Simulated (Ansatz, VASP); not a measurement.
**Te2Mo: VASP beside Ansatz**

Contents of INCAR:

```
SYSTEM = Te2Mo
  PREC = Accurate
  ENCUT = 500
  EDIFF = 1E-6
  ISMEAR = 0
  SIGMA = 0.02
  LREAL = .False.
  LASPH = .True.
  NELM = 120
  ALGO = Normal
  ISIF = 2
  LWAVE = .False.
  LCHARG = .False.
  GGA = PE
  IVDW = 12
  NBANDS = 35
  GGA_COMPAT = .False.
```

File KPOINTS:

```
Automatic mesh
0
Gamma
  6 6 1
  0 0 0
```

The input POSCAR:

```
Te2Mo
1.0
    3.5182000000      0.0000000000      0.0000000000
   -1.7591000000      3.0468505760      0.0000000000
    0.0000000000      0.0000000000     13.9736000000
Te Mo
4 2
Direct
    0.3333333330      0.6666666670      0.6210000000
    0.6666666670      0.3333333330      0.1210000000
    0.3333333330      0.6666666670      0.8790000000
    0.6666666670      0.3333333330      0.3790000000
    0.3333333330      0.6666666670      0.2500000000
    0.6666666670      0.3333333330      0.7500000000
```

Input for Ansatz:

```yaml
crystal:
  lattice:
    - [3.5182, 0.0, 0.0]
    - [-1.7591, 3.046850576, 0.0]
    - [0.0, 0.0, 13.9736]
  atoms:
    - { symbol: Te, position: [0.333333333, 0.666666667, 0.621] }
    - { symbol: Te, position: [0.666666667, 0.333333333, 0.121] }
    - { symbol: Te, position: [0.333333333, 0.666666667, 0.879] }
    - { symbol: Te, position: [0.666666667, 0.333333333, 0.379] }
    - { symbol: Mo, position: [0.333333333, 0.666666667, 0.25] }
    - { symbol: Mo, position: [0.666666667, 0.333333333, 0.75] }
basis:
  ecutwfc: 420
kpoints:
  mp_grid: { grid: [6, 6, 1] }
hamiltonian:
  xc: pbe
  dispersion: d3bj
scf:
  occupations: { method: gaussian, width: 0.02 }
output:
  forces: true
  stress: true
  eigenvalues: true
```

Alike in both runs: task single point; functional PBE; dispersion D3(BJ); k mesh 6 × 6 × 1; occupations gaussian, width 0.02 eV; no spin polarisation.

|  | VASP | Ansatz |
| --- | --- | --- |
| version | VASP 6.6.1 | Ansatz 0.2.0 |
| potentials or method | VASP PAW PBE potentials, release 64 (Te, Mo_sv), cutoff 500 eV | scalar-relativistic, plane waves, PAW |
| valence electrons in the cell | 52 | 92 |

```csv
,VASP,Ansatz,Ansatz less VASP
gap on the k mesh at the Fermi level (eV),0.82,0.83,+0.004
least direct gap on the mesh (eV),1.04,1.04,+0.001
pressure (GPa),-0.4,-0.3,+0.01
"traceless stress, the component that is largest in VASP (GPa)",0.78,0.72,-0.060
rms of the force components (eV/Å),0.069,0.062,-0.0073
```

Atom by atom the forces differ by 0.007 eV/Å (rms over components). VASP's potentials hold 52 valence electrons a cell and Ansatz's 92, so a difference there can come from the potentials and not from the codes.

The k mesh is coarse, so the values compare programs but aren't converged. Neither program's run includes spin-orbit coupling.
